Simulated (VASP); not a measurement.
# PbO (I-42d) in VASP: a series of runs

Runs on PbO. Level: PBE. Tasks: single point, relaxation of cell and atoms.

All numbers are computed with VASP 6.6.1; they aren't measurements. Logs are shortened: lines on timing, memory, paths and dates and some standing lists are left out, and cuts for length are marked.

## (1) The cell of the first run

Symmetry: I-42d, No. 122, tetragonal system. The conventional cell has a = 10.643 Å, b = 10.643 Å, c = 5.640 Å, α = 90.00°, β = 90.00°, γ = 90.00°. Pb (site symmetry 2) has 2 O at 2.16 Å within 2.9 Å. Within 2.9 Å of O (site symmetry 2) lie 2 Pb at 2.16 Å.

The cell was generated, and may not be a known phase.

## (2) Single point, PBE

File INCAR:

```
SYSTEM = PbO
PREC     = Accurate       ! precision mode
ENCUT    = 520            ! plane-wave cutoff, eV
EDIFF    = 1E-6           ! SCF threshold, eV
ISMEAR   = 0              ! smearing method
SIGMA    = 0.1            ! smearing width, eV
LREAL    = .False.        ! projectors in reciprocal space
LASPH    = .True.         ! aspherical terms in the spheres
NELM     = 80             ! most SCF steps
ALGO     = Normal         ! electronic algorithm
ISIF     = 2              ! what is computed and relaxed
LWAVE    = .False.        ! write WAVECAR
LCHARG   = .False.        ! write CHGCAR
GGA      = PE             ! functional
NBANDS   = 50             ! bands
```

File KPOINTS:

```
Automatic mesh
0
Gamma
  4 4 4
  0 0 0
```

File POSCAR:

```
PbO
1.0
   -5.3216698824      5.3216698824      2.8201828438
    5.3216698824     -5.3216698824      2.8201828438
    5.3216698824      5.3216698824     -2.8201828438
Pb O
4 4
Direct
    0.2546920607      0.1250000000      0.6296920607
    0.4953079393      0.6250000000      0.3703079393
    0.8750000000      0.5046920607      0.1296920607
    0.3750000000      0.7453079393      0.8703079393
    0.8750000000      0.7918302844      0.4168302844
    0.3750000000      0.4581697156      0.5831697156
    0.2081697156      0.6250000000      0.0831697156
    0.5418302844      0.1250000000      0.9168302844
```

Potentials or basis: VASP PAW PBE potentials, release 64 (Pb_d, O).

Launch:

```console
cat potpaw_PBE.64/Pb_d/POTCAR potpaw_PBE.64/O/POTCAR > POTCAR
mpirun -np 1 vasp_std > vasp.out
```

OUTCAR:

```text
SYSTEM = PbO
   PREC = Accurate
   ENCUT = 520
   EDIFF = 1E-6
   ISMEAR = 0
   LREAL = .False.
   LASPH = .True.
   NELM = 80
   ISIF = 2
   GGA = PE

 ion  position               nearest neighbor table
   1  0.255  0.125  0.630-   5 2.16   6 2.16   2 3.95   2 3.95
   2  0.495  0.625  0.370-   5 2.16   6 2.16   1 3.95   1 3.95
   3  0.875  0.505  0.130-   7 2.16   8 2.16   4 3.95   4 3.95
   4  0.375  0.745  0.870-   8 2.16   7 2.16   3 3.95   3 3.95
   5  0.875  0.792  0.417-   1 2.16   2 2.16
   6  0.375  0.458  0.583-   1 2.16   2 2.16
   7  0.208  0.625  0.083-   3 2.16   4 2.16
   8  0.542  0.125  0.917-   3 2.16   4 2.16

  LATTYP: Found a body centered tetragonal cell.
 ALAT       =    10.6433397648
 C/A-ratio  =     0.5299432145

  Lattice vectors:

 A1 = (  -5.3216698824,   5.3216698824,   2.8201828438)
 A2 = (   5.3216698824,  -5.3216698824,   2.8201828438)
 A3 = (   5.3216698824,   5.3216698824,  -2.8201828438)

Analysis of symmetry for initial positions (statically):
=====================================================================
 Subroutine PRICEL returns:
 Original cell was already a primitive cell.

 Routine SETGRP: Setting up the symmetry group for a
 body centered tetragonal supercell.

 Subroutine GETGRP returns: Found  8 space group operations
 (whereof  4 operations were pure point group operations)
 out of a pool of 16 trial point group operations.

The static configuration has the point symmetry S_4 .
 The point group associated with its full space group is D_2d.

Analysis of symmetry for dynamics (positions and initial velocities):
=====================================================================
 Subroutine PRICEL returns:
 Original cell was already a primitive cell.

 Routine SETGRP: Setting up the symmetry group for a
 body centered tetragonal supercell.

 Subroutine GETGRP returns: Found  8 space group operations
 (whereof  4 operations were pure point group operations)
 out of a pool of 16 trial point group operations.

The dynamic configuration has the point symmetry S_4 .
 The point group associated with its full space group is D_2d.

 Subroutine INISYM returns: Found  8 space group operations
 (whereof  4 operations are pure point group operations),
 and found     1 'primitive' translations

----------------------------------------------------------------------------------------

                                     Primitive cell

  volume of cell :     319.4722

  direct lattice vectors                    reciprocal lattice vectors
    -5.321669882  5.321669882  2.820182844     0.000000000  0.093955471  0.177293469
     5.321669882 -5.321669882  2.820182844     0.093955471  0.000000000  0.177293469
     5.321669882  5.321669882 -2.820182844     0.093955471  0.093955471  0.000000000

  length of vectors
     8.037025068  8.037025068  8.037025068     0.200650454  0.200650454  0.132873101

  position of ions in fractional coordinates (direct lattice)
     0.254692061  0.125000000  0.629692061
     0.495307939  0.625000000  0.370307939
     0.875000000  0.504692061  0.129692061
     0.375000000  0.745307939  0.870307939
     0.875000000  0.791830284  0.416830284
     0.375000000  0.458169716  0.583169716
     0.208169716  0.625000000  0.083169716
     0.541830284  0.125000000  0.916830284

  ion indices of the primitive-cell ions
   primitive index   ion index
                 1           1
                 2           2
                 3           3
                 4           4
                 5           5
                 6           6
                 7           7
                 8           8

----------------------------------------------------------------------------------------

 KPOINTS: Automatic mesh

Automatic generation of k-mesh.
 Grid dimensions read from file:
 generate k-points for:    4    4    4

 Generating k-lattice:

  Cartesian coordinates                     Fractional coordinates (reciprocal lattice)
     0.000000000  0.023488868  0.044323367     0.250000000  0.000000000  0.000000000
     0.023488868  0.000000000  0.044323367     0.000000000  0.250000000  0.000000000
     0.023488868  0.023488868  0.000000000     0.000000000  0.000000000  0.250000000

  Length of vectors
     0.050162614  0.050162614  0.033218275

  Shift w.r.t. Gamma in fractional coordinates (k-lattice)
     0.000000000  0.000000000  0.000000000

 Subroutine IBZKPT returns following result:
 ===========================================

 Found     13 irreducible k-points:

 Following reciprocal coordinates:
            Coordinates               Weight
  0.000000  0.000000  0.000000      1.000000
  0.250000  0.000000  0.000000      8.000000
  0.500000  0.000000  0.000000      4.000000
  0.250000  0.250000  0.000000      8.000000
  0.500000  0.250000 -0.000000     16.000000
 -0.250000  0.250000  0.000000      4.000000
  0.500000  0.500000  0.000000      2.000000
  0.250000  0.250000  0.250000      2.000000
 -0.250000  0.250000  0.250000      4.000000
  0.500000  0.500000  0.250000      4.000000
 -0.250000  0.500000  0.250000      8.000000
 -0.250000 -0.250000  0.250000      2.000000
  0.500000  0.500000  0.500000      1.000000
   k-points           NKPTS =     13   k-points in BZ     NKDIM =     13   number of bands    NBANDS=     50
   number of dos      NEDOS =    301   number of ions     NIONS =      8
   total plane-waves  NPLWV = 216000
   dimension x,y,z NGX =    60 NGY =   60 NGZ =   60
   dimension x,y,z NGXF=   120 NGYF=  120 NGZF=  120
   ions per type =               4   4
   NGX,Y,Z   is equivalent  to a cutoff of  12.41, 12.41, 12.41 a.u.
   NGXF,Y,Z  is equivalent  to a cutoff of  24.82, 24.82, 24.82 a.u.
 SYSTEM =  PbO
   PREC   = accura    normal or accurate (medium, high low for compatibility)
   ISTART =      0    job   : 0-new  1-cont  2-samecut
   ICHARG =      2    charge: 1-file 2-atom 10-const
   ISPIN  =      1    spin polarized calculation?
   LNONCOLLINEAR =      F non collinear calculations
   LSORBIT =      F    spin-orbit coupling
   LASPH  =      T    aspherical Exc in radial PAW
   ENCUT  =  520.0 eV  38.22 Ry    6.18 a.u.  14.94 14.94 14.94*2*pi/ulx,y,z
   NELM   =     80;   NELMIN=  2; NELMDL= -5     # of ELM steps
   EDIFF  = 0.1E-05   stopping-criterion for ELM
   LREAL  =      F    real-space projection
   EDIFFG = 0.1E-04   stopping-criterion for IOM
   NSW    =      0    number of steps for IOM
   IBRION =     -1    ionic relax: 0-MD 1-quasi-New 2-CG
   NFREE  =      0    steps in history (QN), initial steepest desc. (CG)
   ISIF   =      2    stress and relaxation
   ISYM   =      2    0-nonsym 1-usesym 2-fastsym
   POTIM  = 0.5000    time-step for ionic-motion
   TEBEG  =    0.0;   TEEND  =   0.0 temperature during run
   PSTRESS=    0.0 pullay stress
   NELECT =      80.0000    total number of electrons
   NUPDOWN=      -1.0000    fix difference up-down
   EMIN   =  10.00;   EMAX   =-10.00  energy-range for DOS
   EFERMI =   0.00;   METHOD = LEGACY
   ISMEAR =     0;   SIGMA  =   0.10  broadening in eV -4-tet -1-fermi 0-gaus
   EFERMI_NEDOS =   21; number of points for ismear=-14 and -15
   IALGO  =     38    algorithm
   IMIX   =      4    mixing-type and parameters
     AMIX     =   0.40;   BMIX     =  1.00
     AMIX_MAG =   1.60;   BMIX_MAG =  1.00
  volume/ion in A,a.u.               =      39.93       269.49
  Fermi-wavevector in a.u.,A,eV,Ry     =   1.031875  1.949961 14.487023  1.064766
  Thomas-Fermi vector in A             =   2.166045
   LORBIT       =      0    0 simple, 1 ext, 2 COOP (PROOUT), +10 PAW based schemes
   GGA     = PE    functional components
   LHFCALC =     F    Hartree Fock is set to
   AEXX    =    0.0000 exact exchange contribution
   IVDW    =     0    specifies the selected vdW correction
   LEPSILON=     F    determine dielectric tensor
   LRPA    =     F    only Hartree local field effects (RPA)
 non-spin polarized calculation
 Gauss-broadening in eV      SIGMA  =   0.10
  energy-cutoff  :      520.00
  volume of cell :      319.47
 maximum number of plane-waves:      8634
   NGX = 29   NGY = 29   NGZ = 29

 number of electron      79.9999995 magnetization

 Free energy of the ion-electron system (eV)
  ---------------------------------------------------
  ext. energy  EPLUGINS =         0.00000000
  ---------------------------------------------------
  free energy    TOTEN  =       -39.27317020 eV

  energy without entropy =      -39.27317020  energy(sigma->0) =      -39.27317020

 E-fermi :   0.6863     XC(G=0):  -6.3340

 val. band max:        0.2452657806   @ k =  -0.2500   0.2500   0.2500
 cond. band min:       1.7511944886   @ k =   0.0000   0.0000   0.0000
 fundamental gap:      1.5059287080
 Fermi energy:         0.6862914892

 k-point     1 :       0.0000    0.0000    0.0000
  band No.  band energies     occupation
      1     -17.2685      2.00000
      2     -17.2685      2.00000
      3     -17.1000      2.00000
      4     -17.0257      2.00000
      5     -15.8986      2.00000
      6     -15.8986      2.00000
[... 42 lines left out ...]
     49       5.4795      0.00000
     50       5.4935      0.00000

 k-point     2 :       0.2500    0.0000    0.0000
  band No.  band energies     occupation
      1     -17.2452      2.00000
      2     -17.2416      2.00000
      3     -17.1262      2.00000
      4     -17.0699      2.00000
      5     -15.8868      2.00000
      6     -15.8856      2.00000
[... 42 lines left out ...]
     49       5.4345      0.00000
     50       5.6927      0.00000

 k-point     3 :       0.5000    0.0000    0.0000
  band No.  band energies     occupation
      1     -17.1985      2.00000
      2     -17.1762      2.00000
      3     -17.1754      2.00000
      4     -17.1526      2.00000
      5     -15.8508      2.00000
      6     -15.8446      2.00000
[... 42 lines left out ...]
     49       5.7887      0.00000
     50       5.8287      0.00000

 k-point     4 :       0.2500    0.2500    0.0000
  band No.  band energies     occupation
      1     -17.1978      2.00000
      2     -17.1815      2.00000
      3     -17.1700      2.00000
      4     -17.1533      2.00000
      5     -15.8504      2.00000
      6     -15.8459      2.00000
[... 416 lines left out ...]
 k-point    12 :      -0.2500   -0.2500    0.2500
  band No.  band energies     occupation
      1     -17.1988      2.00000
      2     -17.1757      2.00000
      3     -17.1757      2.00000
      4     -17.1521      2.00000
      5     -15.8497      2.00000
      6     -15.8430      2.00000
[... 42 lines left out ...]
     49       5.2217      0.00000
     50       6.1375      0.00000

 k-point    13 :       0.5000    0.5000    0.5000
  band No.  band energies     occupation
      1     -17.2685      2.00000
      2     -17.2685      2.00000
      3     -17.0635      2.00000
      4     -17.0635      2.00000
      5     -15.8986      2.00000
      6     -15.8986      2.00000
[... 42 lines left out ...]
     49       6.4260      0.00000
     50       6.4571      0.00000

------------------------ aborting loop because EDIFF is reached ----------------------------------------

  FORCE on cell =-STRESS in cart. coord.  units (eV):
  Direction    XX          YY          ZZ          XY          YZ          ZX
  --------------------------------------------------------------------------------------
  -------------------------------------------------------------------------------------
  Total        0.3159666      0.3159666     -0.6555697      0.0000000     -0.0000000      0.0000000
  in kB        1.5845965      1.5845965     -3.2877312      0.0000000     -0.0000000      0.0000000
  external PRESSURE =      -0.0395127 kB  Pullay stress =       0.0000000 kB

 VOLUME and BASIS-vectors are now :
 -----------------------------------------------------------------------------
  energy-cutoff  :      520.00
  volume of cell :      319.47
      direct lattice vectors                 reciprocal lattice vectors
    -5.321669882  5.321669882  2.820182844     0.000000000  0.093955471  0.177293469
     5.321669882 -5.321669882  2.820182844     0.093955471  0.000000000  0.177293469
     5.321669882  5.321669882 -2.820182844     0.093955471  0.093955471  0.000000000

 POSITION                                       TOTAL-FORCE (eV/Angst)
 -----------------------------------------------------------------------------------
      2.66083      4.04119     -0.70505        -0.000000      0.012574      0.000000
      2.66083      1.28048      2.11514         0.000000     -0.012574      0.000000
     -1.28048      2.66083      3.52523         0.012574     -0.000000      0.000000
      6.60215      2.66083      0.70505        -0.012574      0.000000      0.000000
      1.77563      2.66083      3.52523         0.005744      0.000000      0.000000
      3.54604      2.66083      0.70505        -0.005744      0.000000     -0.000000
      2.66083     -1.77563      2.11514         0.000000     -0.005744     -0.000000
      2.66083      7.09730     -0.70505         0.000000      0.005744      0.000000
 -----------------------------------------------------------------------------------
    total drift:                               -0.000000     -0.000000     -0.000001

  FREE ENERGIE OF THE ION-ELECTRON SYSTEM (eV)
  ---------------------------------------------------
  free  energy   TOTEN  =       -39.2731701993 eV

  energy  without entropy=      -39.2731701993  energy(sigma->0) =      -39.27317020
```

Wall time 3.4 min (1 thread of Intel Xeon Platinum 8488C (Sapphire Rapids), shared host); peak memory 0.57 GiB.

Results:

| Property | Result |
| --- | --- |
| Free energy | -39.2732 eV |
| Pressure | 0.0 GPa |
| Largest force | 0.013 eV/Å |
| Band gap on the k mesh | 1.51 eV (least direct gap 1.55 eV) |

Forces in eV/Å, atoms in the order of the input:
```
Pb   0.000  0.013  0.000
Pb   0.000 -0.013  0.000
Pb   0.013  0.000  0.000
Pb  -0.013  0.000  0.000
O    0.006  0.000  0.000
O   -0.006  0.000  0.000
O    0.000 -0.006  0.000
O    0.000  0.006  0.000
```

Caveat: spin-orbit coupling is left out, which moves the levels of the heavy elements.

## (3) Relaxation of cell and atoms, PBE

This run uses another cell than the first one, of 21.32 Å³/atom.

File INCAR:

```
PREC = Accurate
ENCUT = 600
EDIFF = 1E-6
ISMEAR = 0
SIGMA = 0.1
LREAL = F
LASPH = T
NELM = 80
ALGO = Normal
ISIF = 3
LWAVE = F
LCHARG = F
GGA = PE
IBRION = 2
NSW = 90
EDIFFG = -0.04
```

File KPOINTS:

```
regular mesh
0
Gamma
  4 4 4
```

File POSCAR:

```
PbO
1.0
   -3.9212169700      3.9212169700      2.7727170600
    3.9212169700     -3.9212169700      2.7727170600
    3.9212169700      3.9212169700     -2.7727170600
Pb O
4 4
Direct
    0.2500001200      0.1250000000      0.6250001200
    0.4999998800      0.6250000000      0.3749998800
    0.8750000000      0.5000001200      0.1250001200
    0.3750000000      0.7499998800      0.8749998800
    0.8750000000      0.7499998800      0.3749998800
    0.3750000000      0.5000001200      0.6250001200
    0.2500001200      0.6250000000      0.1250001200
    0.4999998800      0.1250000000      0.8749998800
```

Potentials or basis: VASP PAW PBE potentials, release 64 (Pb_d, O).

Launch:

```console
cat potpaw_PBE.64/Pb_d/POTCAR potpaw_PBE.64/O/POTCAR > POTCAR
mpirun -np 1 vasp_std > vasp.out
```

Wall time 20 min (1 thread of Intel Xeon Platinum 8488C (Sapphire Rapids), shared host); peak memory 0.42 GiB.

The run converged. Its results:

| Property | Result |
| --- | --- |
| Free energy | -38.7823 eV |
| Relaxed volume | 35.70 Å³/atom |
| Relaxed cell | a = 7.313 Å, b = 7.313 Å, c = 7.313 Å, α = 102.59°, β = 102.59°, γ = 124.33° |
| Space group after relaxing (to 0.1 Å) | I-42d (No. 122) |
| Energy gained by relaxing | 1515.4 meV/atom |
| Ionic steps | 13 |
| Pressure after relaxing | 0.0 GPa |
| Largest force after relaxing | 0.025 eV/Å |
| Band gap on the k mesh | 0.81 eV (least direct gap 0.86 eV) |

Forces in eV/Å, atoms in the order of the input:
```
Pb   0.000 -0.014  0.000
Pb   0.000  0.014  0.000
Pb  -0.014  0.000  0.000
Pb   0.014  0.000  0.000
O    0.025  0.000  0.000
O   -0.025  0.000  0.000
O    0.000 -0.025  0.000
O    0.000  0.025  0.000
```

Stress tensor (GPa, compression positive):
```
 0.04  0.00  0.00
 0.00  0.04  0.00
 0.00  0.00 -0.05
```

The path:
| step | energy change (eV) | largest force (eV/Å) | pressure (GPa) | volume (Å³) |
| --- | --- | --- | --- | --- |
| 1 | 0.0000 | 0.2248 | 46.76 | 170.53 |
| 2 | -9.4007 | 0.0820 | -8.44 | 374.75 |
| 3 | -12.0937 | 0.1184 | 0.26 | 285.20 |
| 4 | -12.0944 | 0.1179 | -0.16 | 287.91 |
| 5 | -12.1003 | 0.0773 | 0.06 | 286.52 |
| 6 | -12.1031 | 0.0673 | 0.33 | 284.84 |
| 7 | -12.1070 | 0.0732 | 0.22 | 285.58 |
| 8 | -12.1113 | 0.0884 | -0.12 | 287.70 |
| 9 | -12.1139 | 0.0823 | -0.11 | 287.46 |
| 10 | -12.1191 | 0.0750 | -0.05 | 286.72 |
| 11 | -12.1192 | 0.0665 | 0.00 | 285.11 |
| 12 | -12.1207 | 0.0716 | -0.02 | 285.92 |
| 13 | -12.1229 | 0.0255 | 0.01 | 285.64 |

Final structure:
```
CELL_PARAMETERS angstrom
-4.57305 4.57305 3.41463
4.57305 -4.57305 3.41463
4.57305 4.57305 -3.41463
ATOMIC_POSITIONS crystal
Pb 0.25115 0.12500 0.62615
Pb 0.49885 0.62500 0.37385
Pb 0.87500 0.50115 0.12615
Pb 0.37500 0.74885 0.87385
O 0.87500 0.75521 0.38021
O 0.37500 0.49479 0.61979
O 0.24479 0.62500 0.11979
O 0.50521 0.12500 0.88021
```

Levels at points of the mesh, in eV from the valence-band top:
```csv
k point,band 38,band 39,band 40,band 41,band 42,band 43
"(0.00, 0.00, 0.00)",-0.54,-0.54,-0.43,1.20,1.20,1.32
"(0.50, 0.00, 0.00)",-1.33,-1.13,-0.34,1.06,1.23,1.29
"(0.50, 0.50, 0.00)",-1.82,-0.09,-0.09,0.83,0.83,1.63
"(0.50, 0.50, 0.50)",-2.04,-0.35,-0.35,0.81,0.81,2.15
```

Caveat: the volume moved by over 15 % at a fixed basis, so the end points are rough; spin-orbit coupling is left out, which moves the levels of the heavy elements. A k mesh can miss the band edges.
